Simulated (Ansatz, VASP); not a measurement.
# One calculation of Y, two programs

```
Y
1.0
    -5.06252    5.06252    0.00000
    -5.06252    0.00000    5.06252
     0.00000    5.06252    5.06252
Y
8
Cartesian
  0.0000 0.0000 0.0000
  -2.5313 2.5313 0.0000
  -2.5313 0.0000 2.5313
  0.0000 2.5313 2.5313
  -5.0625 2.5313 2.5313
  -2.5313 5.0625 2.5313
  -2.5313 2.5313 5.0625
  -5.0625 5.0625 5.0625
```

Alike in both runs: functional PBE; k mesh 6 × 6 × 6; occupations gaussian, width 0.1 eV; no spin polarisation.

Ansatz relaxed the structure, and its values are those at the end. VASP's run is a single point on that final structure, the one shown.

```csv
,VASP,Ansatz
version,VASP 6.6.1,Ansatz 0.2.0
potentials or method,"VASP PAW PBE potentials, release 64 (Y_sv), cutoff 520 eV","scalar-relativistic, plane waves, PAW"
valence electrons in the cell,88,88
```

VASP gave:

| Quantity | Value |
| --- | --- |
| gap on the k mesh at the Fermi level (eV) | none |
| pressure (GPa) | -0.1 |

What did Ansatz give for the same quantities?

gap on the k mesh at the Fermi level (eV): none; pressure (GPa): 0.0.

A gap of «none» marks a metal or a gap that the smearing closes.
